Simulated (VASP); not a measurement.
# HgTe (F-43m) in VASP: further runs, part 2 of 2

VASP 6.6.1. Earlier steps stand in the parts before.

**4. Relaxation of cell and atoms, r2SCAN**

Contents of POSCAR:

```
HgTe
1.0
    0.0000000000      3.3268548961      3.3268548961
    3.3268548961      0.0000000000      3.3268548961
    3.3268548961      3.3268548961      0.0000000000
Hg Te
1 1
Direct
    0.0000000000      0.0000000000      0.0000000000
    0.2500000000      0.2500000000      0.2500000000
```

Contents of INCAR.step1:

```
ALGO     = Normal         # electronic algorithm
EDIFF    = 1E-4           # SCF threshold, eV
ENCUT    = 600            # plane-wave cutoff, eV
GGA      = PE             # functional
ISMEAR   = -1             # smearing method
LASPH    = True           # aspherical terms in the spheres
LCHARG   = False          # write CHGCAR
LREAL    = False          # projectors in reciprocal space
LWAVE    = True           # write WAVECAR
NELM     = 80             # most SCF steps
PREC     = Accurate       # precision mode
SIGMA    = 0.02           # smearing width, eV
```

Contents of INCAR.step2:

```
ALGO     = Normal         # electronic algorithm
EDIFF    = 1E-6           # SCF threshold, eV
EDIFFG   = -0.005         # ionic threshold
ENCUT    = 600            # plane-wave cutoff, eV
IBRION   = 2              # ionic algorithm
ISIF     = 3              # what is computed and relaxed
ISMEAR   = -1             # smearing method
ISTART   = 1            
LASPH    = True           # aspherical terms in the spheres
LCHARG   = False          # write CHGCAR
LMIXTAU  = True         
LREAL    = False          # projectors in reciprocal space
LWAVE    = False          # write WAVECAR
METAGGA  = R2SCAN         # meta-GGA
NELM     = 80             # most SCF steps
NSW      = 80             # ionic steps
PREC     = Accurate       # precision mode
SIGMA    = 0.02           # smearing width, eV
```

Contents of KPOINTS:

```
k-points
0
Gamma
  6 6 6
```

Potentials or basis: VASP PAW PBE potentials, release 64 (Hg, Te).

The run is started by

```bash
> cat potpaw_PBE.64/Hg/POTCAR potpaw_PBE.64/Te/POTCAR > POTCAR
> cp INCAR.step1 INCAR
> mpirun -np 1 vasp_std > vasp.out
> cp INCAR.step2 INCAR
> mpirun -np 1 vasp_std > vasp.out
```

OUTCAR:

```text
EDIFF = 1E-6
   EDIFFG = -0.005
   ENCUT = 600
   IBRION = 2
   ISIF = 3
   ISMEAR = -1
   ISTART = 1
   LASPH = True
   LREAL = False
   METAGGA = R2SCAN
   NELM = 80
   NSW = 80
   PREC = Accurate

 ion  position               nearest neighbor table
   1  0.000  0.000  0.000-   2 2.88   2 2.88   2 2.88   2 2.88
   2  0.250  0.250  0.250-   1 2.88   1 2.88   1 2.88   1 2.88

  LATTYP: Found a face centered cubic cell.
 ALAT       =     6.6537097922

  Lattice vectors:

 A1 = (   0.0000000000,   3.3268548961,   3.3268548961)
 A2 = (   3.3268548961,   0.0000000000,   3.3268548961)
 A3 = (   3.3268548961,   3.3268548961,   0.0000000000)

Analysis of symmetry for initial positions (statically):
=====================================================================
 Subroutine PRICEL returns:
 Original cell was already a primitive cell.

 Routine SETGRP: Setting up the symmetry group for a
 face centered cubic supercell.

 Subroutine GETGRP returns: Found 24 space group operations
 (whereof 24 operations were pure point group operations)
 out of a pool of 48 trial point group operations.

The static configuration has the point symmetry T_d .

Analysis of symmetry for dynamics (positions and initial velocities):
=====================================================================
 Subroutine PRICEL returns:
 Original cell was already a primitive cell.

 Routine SETGRP: Setting up the symmetry group for a
 face centered cubic supercell.

 Subroutine GETGRP returns: Found 24 space group operations
 (whereof 24 operations were pure point group operations)
 out of a pool of 48 trial point group operations.

The dynamic configuration has the point symmetry T_d .

 Subroutine INISYM returns: Found 24 space group operations
 (whereof 24 operations are pure point group operations),
 and found     1 'primitive' translations

----------------------------------------------------------------------------------------

                                     Primitive cell

  volume of cell :      73.6430

  direct lattice vectors                    reciprocal lattice vectors
     0.000000000  3.326854896  3.326854896    -0.150292097  0.150292097  0.150292097
     3.326854896  0.000000000  3.326854896     0.150292097 -0.150292097  0.150292097
     3.326854896  3.326854896  0.000000000     0.150292097  0.150292097 -0.150292097

  length of vectors
     4.704883314  4.704883314  4.704883314     0.260313549  0.260313549  0.260313549

  position of ions in fractional coordinates (direct lattice)
     0.000000000  0.000000000  0.000000000
     0.250000000  0.250000000  0.250000000

  ion indices of the primitive-cell ions
   primitive index   ion index
                 1           1
                 2           2

----------------------------------------------------------------------------------------

 KPOINTS: k-points

Automatic generation of k-mesh.
 Grid dimensions read from file:
 generate k-points for:    6    6    6

 Generating k-lattice:

  Cartesian coordinates                     Fractional coordinates (reciprocal lattice)
    -0.025048683  0.025048683  0.025048683     0.166666667  0.000000000  0.000000000
     0.025048683 -0.025048683  0.025048683     0.000000000  0.166666667  0.000000000
     0.025048683  0.025048683 -0.025048683     0.000000000  0.000000000  0.166666667

  Length of vectors
     0.043385591  0.043385591  0.043385591

  Shift w.r.t. Gamma in fractional coordinates (k-lattice)
     0.000000000  0.000000000  0.000000000

 Subroutine IBZKPT returns following result:
 ===========================================

 Found     16 irreducible k-points:

 Following reciprocal coordinates:
            Coordinates               Weight
  0.000000  0.000000  0.000000      1.000000
  0.166667  0.000000  0.000000      8.000000
  0.333333  0.000000  0.000000      8.000000
  0.500000  0.000000  0.000000      4.000000
  0.166667  0.166667  0.000000      6.000000
  0.333333  0.166667  0.000000     24.000000
[... 8 lines left out ...]
 -0.333333  0.333333  0.166667     24.000000
 -0.333333  0.500000  0.166667     12.000000
   k-points           NKPTS =     16   k-points in BZ     NKDIM =     16   number of bands    NBANDS=     13
   number of dos      NEDOS =    301   number of ions     NIONS =      2
   total plane-waves  NPLWV =  64000
   dimension x,y,z NGX =    40 NGY =   40 NGZ =   40
   dimension x,y,z NGXF=    80 NGYF=   80 NGZF=   80
   ions per type =               1   1
   NGX,Y,Z   is equivalent  to a cutoff of  14.13, 14.13, 14.13 a.u.
   NGXF,Y,Z  is equivalent  to a cutoff of  28.27, 28.27, 28.27 a.u.
 SYSTEM =  unknown system
   PREC   = accura    normal or accurate (medium, high low for compatibility)
   ISTART =      1    job   : 0-new  1-cont  2-samecut
   ICHARG =      0    charge: 1-file 2-atom 10-const
   ISPIN  =      1    spin polarized calculation?
   LNONCOLLINEAR =      F non collinear calculations
   LSORBIT =      F    spin-orbit coupling
   LASPH  =      T    aspherical Exc in radial PAW
   ENCUT  =  600.0 eV  44.10 Ry    6.64 a.u.   9.40  9.40  9.40*2*pi/ulx,y,z
   NELM   =     80;   NELMIN=  2; NELMDL=  0     # of ELM steps
   EDIFF  = 0.1E-05   stopping-criterion for ELM
   LREAL  =      F    real-space projection
   EDIFFG = -.5E-02   stopping-criterion for IOM
   NSW    =     80    number of steps for IOM
   IBRION =      2    ionic relax: 0-MD 1-quasi-New 2-CG
   NFREE  =      1    steps in history (QN), initial steepest desc. (CG)
   ISIF   =      3    stress and relaxation
   ISYM   =      2    0-nonsym 1-usesym 2-fastsym
   POTIM  = 0.5000    time-step for ionic-motion
   TEBEG  =    0.0;   TEEND  =   0.0 temperature during run
   PSTRESS=    0.0 pullay stress
   NELECT =      18.0000    total number of electrons
   NUPDOWN=      -1.0000    fix difference up-down
   EMIN   =  10.00;   EMAX   =-10.00  energy-range for DOS
   EFERMI =   0.00;   METHOD = LEGACY
   ISMEAR =    -1;   SIGMA  =   0.02  broadening in eV -4-tet -1-fermi 0-gaus
   EFERMI_NEDOS =   21; number of points for ismear=-14 and -15
   IALGO  =     38    algorithm
   IMIX   =      4    mixing-type and parameters
     AMIX     =   0.40;   BMIX     =  1.00
     AMIX_MAG =   1.60;   BMIX_MAG =  1.00
  volume/ion in A,a.u.               =      36.82       248.48
  Fermi-wavevector in a.u.,A,eV,Ry     =   1.023580  1.934286 14.255043  1.047716
  Thomas-Fermi vector in A             =   2.157321
   LORBIT       =      0    0 simple, 1 ext, 2 COOP (PROOUT), +10 PAW based schemes
   METAGGA = R2SCAN    functional components
   LHFCALC =     F    Hartree Fock is set to
   AEXX    =    0.0000 exact exchange contribution
   IVDW    =     0    specifies the selected vdW correction
   LEPSILON=     F    determine dielectric tensor
   LRPA    =     F    only Hartree local field effects (RPA)
 conjugate gradient relaxation of ions
 non-spin polarized calculation
  energy-cutoff  :      600.00
  volume of cell :       73.64
 maximum number of plane-waves:      2485
 NGX is ok and might be reduce to    40
   NGX = 19   NGY = 19   NGZ = 19

--------------------------------------- Ionic step        1  -------------------------------------------

 number of electron      18.0000002 magnetization

 Free energy of the ion-electron system (eV)
  ---------------------------------------------------
  ext. energy  EPLUGINS =         0.00000000
  ---------------------------------------------------
  free energy    TOTEN  =       -75.14510491 eV

  energy without entropy =      -75.14475120  energy(sigma->0) =      -75.14492805

------------------------ aborting loop because EDIFF is reached ----------------------------------------

  FORCE on cell =-STRESS in cart. coord.  units (eV):
  Direction    XX          YY          ZZ          XY          YZ          ZX
  --------------------------------------------------------------------------------------
  -------------------------------------------------------------------------------------
  Total       -0.5573520     -0.5573520     -0.5573520     -0.0000000      0.0000000     -0.0000000
  in kB      -12.1257490    -12.1257490    -12.1257490     -0.0000000      0.0000000     -0.0000000
  external PRESSURE =     -12.1257490 kB  Pullay stress =       0.0000000 kB
[... 57 lines left out ...]
  energy  without entropy=      -75.1536756306  energy(sigma->0) =      -75.15385246

--------------------------------------- Ionic step        3  -------------------------------------------

 number of electron      17.9999999 magnetization

 Free energy of the ion-electron system (eV)
  ---------------------------------------------------
  ext. energy  EPLUGINS =         0.00000000
  ---------------------------------------------------
  free energy    TOTEN  =       -75.15453031 eV

  energy without entropy =      -75.15417665  energy(sigma->0) =      -75.15435348

 E-fermi :   2.3260     XC(G=0):  -9.0588

 val. band max:        2.3121417350   @ k =   0.0000   0.0000   0.0000
 cond. band min:       3.2537769914   @ k =   0.5000   0.0000   0.0000
 fundamental gap:      0.9416352564
 Fermi energy:         2.3260048601

 k-point     1 :       0.0000    0.0000    0.0000
  band No.  band energies     occupation
      1      -9.7074      2.00000
      2      -5.0254      2.00000
      3      -5.0254      2.00000
      4      -5.0254      2.00000
      5      -4.5195      2.00000
      6      -4.5195      2.00000
      7       1.7582      2.00000
      8       2.3121      1.33335
      9       2.3121      1.33335
     10       2.3121      1.33334
     11       6.9773      0.00000
     12       6.9773      0.00000
     13       6.9773      0.00000
[... 267 lines left out ...]
  FREE ENERGIE OF THE ION-ELECTRON SYSTEM (eV)
  ---------------------------------------------------
  free  energy   TOTEN  =       -75.1545303088 eV

  energy  without entropy=      -75.1541766519  energy(sigma->0) =      -75.15435348

 reached required accuracy - stopping structural energy minimisation
```

Run time: 6.4 min. Hardware: 1 thread of AMD EPYC 7R43 (Zen 3), shared host; peak memory 0.24 GiB.

What came out:

```
Free energy                           : -75.1545 eV
Relaxed volume                        : 35.62 Å³/atom
Relaxed cell                          : a = 4.653 Å, b = 4.653 Å, c = 4.653 Å, α = 60.00°, β = 60.00°, γ = 60.00°
Space group after relaxing (to 0.1 Å) : F-43m (No. 216)
Energy gained by relaxing             : 4.7 meV/atom
Ionic steps                           : 3
Pressure after relaxing               : 0.0 GPa
Band gap on the k mesh                : zero (filled and empty bands touch)
```

The path:
```csv
step,energy change (eV),largest force (eV/Å),pressure (GPa),volume (Å³)
1,0.0000,0.0000,-1.21,73.64
2,-0.0089,0.0000,0.31,70.71
3,-0.0094,0.0000,0.00,71.24
```

Final structure:
```cif
data_structure
_symmetry_space_group_name_H-M 'P 1'
_symmetry_Int_Tables_number 1
_cell_length_a 4.6532
_cell_length_b 4.6532
_cell_length_c 4.6532
_cell_angle_alpha 60.000
_cell_angle_beta 60.000
_cell_angle_gamma 60.000
_cell_volume 71.24
loop_
_atom_site_label
_atom_site_type_symbol
_atom_site_fract_x
_atom_site_fract_y
_atom_site_fract_z
_atom_site_occupancy
Hg1 Hg 0.00000 0.00000 0.00000 1
Te1 Te 0.25000 0.25000 0.25000 1
```

Levels at points of the mesh, in eV from the Fermi level:
| k point | band 7 | band 8 | band 9 | band 10 | band 11 | band 12 |
| --- | --- | --- | --- | --- | --- | --- |
| (0.00, 0.00, 0.00) | -0.57 | -0.01 | -0.01 | -0.01 | 4.65 | 4.65 |
| (0.50, 0.00, 0.00) | -5.30 | -0.93 | -0.93 | 0.93 | 5.42 | 5.42 |
| (0.50, 0.50, 0.00) | -5.30 | -2.14 | -2.14 | 2.08 | 2.85 | 8.48 |

Caveat: semilocal functionals underestimate gaps, and a narrow one can read as zero; the PAW data sets were made with another functional, which shifts forces and pressure a little; spin-orbit coupling is left out, which moves the levels of the heavy elements.

**5. Single point, HSE06**

This run uses another cell than the first one, of 35.59 Å³/atom.

Contents of POSCAR:

```
HgTe
1.0
    0.0000000000      3.2891972678      3.2891972678
    3.2891972678      0.0000000000      3.2891972678
    3.2891972678      3.2891972678      0.0000000000
Hg Te
1 1
Direct
    0.0000000000      0.0000000000      0.0000000000
    0.2500000000      0.2500000000      0.2500000000
```

Contents of INCAR.step1:

```
PREC     = Accurate       # precision mode
ENCUT    = 520            # plane-wave cutoff, eV
EDIFF    = 1E-5           # SCF threshold, eV
ISMEAR   = -1             # smearing method
SIGMA    = 0.02           # smearing width, eV
LREAL    = F              # projectors in reciprocal space
LASPH    = T              # aspherical terms in the spheres
NELM     = 100            # most SCF steps
ALGO     = Normal         # electronic algorithm
ISIF     = 2              # what is computed and relaxed
LWAVE    = T              # write WAVECAR
NBANDS   = 16             # bands
GGA      = PE             # functional
```

Contents of INCAR.step2:

```
PREC     = Accurate       # precision mode
ENCUT    = 520            # plane-wave cutoff, eV
EDIFF    = 1E-7           # SCF threshold, eV
ISMEAR   = -1             # smearing method
SIGMA    = 0.02           # smearing width, eV
LREAL    = F              # projectors in reciprocal space
LASPH    = T              # aspherical terms in the spheres
NELM     = 100            # most SCF steps
ALGO     = Normal         # electronic algorithm
ISIF     = 2              # what is computed and relaxed
LWAVE    = F              # write WAVECAR
LCHARG   = T              # write CHGCAR
GGA      = PE             # functional
LHFCALC  = T              # exact exchange
HFSCREEN = 0.2079         # screening, 1/A
PRECFOCK = Normal       
LELF     = T              # ELF
LVHAR    = T            
NBANDS   = 16             # bands
ISTART   = 1
```

Contents of KPOINTS:

```
Automatic mesh
0
Gamma
  4 4 4
```

The run is started by

```bash
> cat potpaw_PBE.64/Hg/POTCAR potpaw_PBE.64/Te/POTCAR > POTCAR
> cp INCAR.step1 INCAR
> mpirun -np 1 vasp_std > vasp.out
> cp INCAR.step2 INCAR
> mpirun -np 1 vasp_std > vasp.out
```

Run time: 26 min. Hardware: 1 thread of AMD EPYC 7R43 (Zen 3), shared host; peak memory 0.29 GiB.

It converged, with:

```yaml
Free_energy: -4.6685 eV
Pressure: 0.1 GPa
Band_gap_on_the_k_mesh: zero (filled and empty bands touch)
```

Levels at points of the mesh, in eV from the Fermi level:
```csv
k point,band 6,band 7,band 8,band 9,band 10,band 11,band 12,band 13
"(0.00, 0.00, 0.00)",-7.72,-0.27,-0.01,-0.01,-0.01,5.06,5.06,5.06
"(0.50, 0.00, 0.00)",-7.39,-5.54,-0.98,-0.98,1.34,5.85,5.85,7.68
"(0.50, 0.50, 0.00)",-7.24,-5.56,-2.24,-2.24,2.59,3.20,9.02,9.77
```

Caveat: the k points lie up to 0.41 Å⁻¹ apart; the PAW data sets were made with another functional, which shifts forces and pressure a little; spin-orbit coupling is left out, which moves the levels of the heavy elements.

**6. The runs side by side**

| task | level | potentials or basis | cell | k mesh | cutoff (eV) | grid for exact exchange (PRECFOCK) | share of exact exchange | screening parameter | gap on the mesh (eV) | pressure (GPa) | relaxed volume (Å³/atom) |
| --- | --- | --- | --- | --- | --- | --- | --- | --- | --- | --- | --- |
| relaxation of cell and atoms | PBEsol | VASP PAW PBE potentials, release 64 (Hg, Te) | relaxed from a = 4.705 Å, angles 60.0°, 2 atoms | 6 × 6 × 6 | 600 | - | - | - | none | 0.0 | 34.65 |
| relaxation of cell and atoms | LDA | VASP PAW LDA potentials, release 64 (Hg, Te) | relaxed from a = 4.705 Å, angles 60.0°, 2 atoms | 6 × 6 × 6 | 600 | - | - | - | none | 0.0 | 33.56 |
| relaxation of cell and atoms | r2SCAN | VASP PAW PBE potentials, release 64 (Hg, Te) | relaxed from a = 4.705 Å, angles 60.0°, 2 atoms | 6 × 6 × 6 | 600 | - | - | - | none | 0.0 | 35.62 |
| single point | HSE06 | VASP PAW PBE potentials, release 64 (Hg, Te) | a = 4.652 Å, angles 60.0°, 2 atoms | 4 × 4 × 4 | 520 | Normal | 0.25 | 0.2079 1/Å | none | 0.1 | - |

Alike in all rows: no spin polarisation; smearing fermi-dirac 0.02 eV.

Caveats: some runs use coarse meshes; spin-orbit coupling is left out, which moves the levels of the heavy elements; semilocal functionals underestimate gaps, and a narrow one can read as zero (at least some runs); the PAW data sets were made with another functional, which shifts forces and pressure a little (at least some runs).

Absolute energies hang on the potentials; compare differences alone.

The gap in the log of VASP goes by the Fermi energy; the results here count the filled bands.